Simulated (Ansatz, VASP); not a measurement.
## Two plane-wave programs on Re

Contents of INCAR:

```
  PREC = Accurate
  ENCUT = 500
  EDIFF = 1E-6
  ISMEAR = 0
  SIGMA = 0.15
  LREAL = False
  LASPH = True
  NELM = 120
  ALGO = Normal
  ISIF = 2
  LWAVE = False
  LCHARG = False
  GGA = PS
  NBANDS = 22
  GGA_COMPAT = False
```

KPOINTS

```
regular mesh
0
Gamma
  18 18 10
```

File POSCAR:

```
Re
1.0
    2.7502953086      0.0000000000     -0.3025324839
   -1.3751476543      2.3818256051     -0.1107345746
   -0.4887619256     -0.4887619256      4.4432902328
Re
2
Direct
    0.3333333333      0.6666666667      0.2500000000
    0.6666666667      0.3333333333      0.7500000000
```

Input for Ansatz:

```yaml
crystal:
  lattice:
    - [2.7502953086, 0.0, -0.3025324839]
    - [-1.3751476543, 2.3818256051, -0.1107345746]
    - [-0.4887619256, -0.4887619256, 4.4432902328]
  atoms:
    - { symbol: Re, position: [0.3333333333, 0.6666666667, 0.25] }
    - { symbol: Re, position: [0.6666666667, 0.3333333333, 0.75] }
basis:
  ecutwfc: 420
kpoints:
  mp_grid: { grid: [18, 18, 10] }
hamiltonian:
  xc: pbesol
scf:
  occupations: { method: gaussian, width: 0.15 }
output:
  forces: true
  stress: true
  eigenvalues: true
```

Change from the starting cell: engineering shear strain xz -0.2200, engineering shear strain yz -0.2200.

Alike in both runs: task single point; functional PBEsol; k mesh 18 × 18 × 10; occupations gaussian, width 0.15 eV; no spin polarisation.

|  | VASP | Ansatz |
| --- | --- | --- |
| version | VASP 6.6.1 | Ansatz 0.2.0 |
| potentials or method | VASP PAW PBE potentials, release 64 (Re_sv_GW), cutoff 500 eV | scalar-relativistic, plane waves, PAW |
| valence electrons in the cell | 30 | 30 |

|  | VASP | Ansatz | Ansatz less VASP |
| --- | --- | --- | --- |
| gap on the k mesh at the Fermi level (eV) | none | none | - |
| pressure (GPa) | 25.6 | 28.2 | +2.59 |
| traceless stress, the component that is largest in VASP (GPa) | 26.94 | 26.99 | +0.054 |
| rms of the force components (eV/Å) | 1.188 | 1.181 | -0.0063 |

VASP's potentials were made for PBE, not for PBEsol. Atom by atom the forces differ by 0.009 eV/Å (rms over components). A gap of «none» marks a metal or a gap that the smearing closes.

Spin-orbit coupling is off throughout.
